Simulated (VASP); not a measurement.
Write the native input for VASP 6.6.1 that does the following.

- Task: relaxation of cell and atoms
- Functional: PBE
- Potentials or basis: VASP PAW PBE potentials, release 64 (Al, Si, B)
- Cutoff: 600 eV
- k mesh: 12 × 12 × 18
- Occupations: gaussian, width 0.1 eV
- Spin: no spin polarisation
- Dipole correction: no
- Further INCAR settings: ALGO = Normal; EDIFF = 1e-06; IBRION = 2; EDIFFG = -0.01; NSW = 100; ISIF = 3

The structure of AlSiB lies in POSCAR:

```
AlSiB
1.0
    4.2561018638      0.0000000000      0.0000000000
   -2.1280509319      3.6858923351      0.0000000000
    0.0000000000      0.0000000000      2.5813010785
Al Si B
1 1 1
Direct
    0.0000000000      0.0000000000      0.5000000000
    0.6666666667      0.3333333333      0.5000000000
    0.3333333333      0.6666666667      0.0000000000
```

One way to write it, as run:

INCAR

```
ALGO = Normal
EDIFF = 1E-6
EDIFFG = -0.01
ENCUT = 600
GGA = PE
IBRION = 2
ISIF = 3
ISMEAR = 0
LASPH = T
LCHARG = F
LREAL = F
LWAVE = F
NELM = 100
NSW = 100
PREC = Accurate
SIGMA = 0.1
```

KPOINTS

```
k-points
0
Gamma
  12 12 18
```

Potentials or basis: VASP PAW PBE potentials, release 64 (Al, Si, B).

The run is started by

```bash
$ cat potpaw_PBE.64/Al/POTCAR potpaw_PBE.64/Si/POTCAR potpaw_PBE.64/B/POTCAR > POTCAR
$ mpirun -np 1 vasp_std > vasp.out
```

It gave:

- Relaxed volume: 13.65 Å³/atom
- Relaxed cell: a = 4.261 Å, b = 4.261 Å, c = 2.606 Å, α = 90.00°, β = 90.00°, γ = 120.00°
- Space group after relaxing (to 0.05 Å): P-6m2 (No. 187)
- Energy gained by relaxing: 0.8 meV/atom
- Ionic steps: 4
- Pressure after relaxing: 0.0 GPa
- Band gap on the k mesh: zero (band 5 reaches 10.99 eV, above the bottom of band 6 at 4.44 eV)

It took 89 s on 1 thread of Intel(R) Xeon(R) Platinum 8259CL CPU @ 2.50GHz (Skylake/Cascade Lake) (shared host), peak memory 0.26 GiB.
